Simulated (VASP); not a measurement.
Crystal: Ti.

```
CELL_PARAMETERS angstrom
0.00000 1.98891 1.98891
1.98891 0.00000 1.98891
1.98891 1.98891 0.00000
ATOMIC_POSITIONS crystal
Ti 0.00000 0.00000 0.00000
```

This isn't the form of Ti at room conditions, which is hcp.

Base run:

* Program: VASP 6.6.1
* Functional: LDA
* Potentials or basis: VASP PAW LDA potentials, release 64 (Ti_sv)
* Cutoff: 500 eV
* k mesh: 15 × 15 × 15
* Occupations: fermi-dirac, width 0.05 eV
* Spin: no spin polarisation

Its results: band gap on the k mesh zero (bands 6 and 7 overlap by 1.23 eV); pressure 2.1 GPa.

**Question.** The run is repeated on the same cell with these changes: cutoff from 500 eV to 400 eV; further incar settings from ALGO = Normal; EDIFF = 1e-06; NBANDS = 12 to ALGO = Normal; EDIFF = 1e-08; NBANDS = 12. What comes out?

**Answer.** Band gap on the k mesh zero (bands 6 and 7 overlap by 1.23 eV); pressure 1.4 GPa.
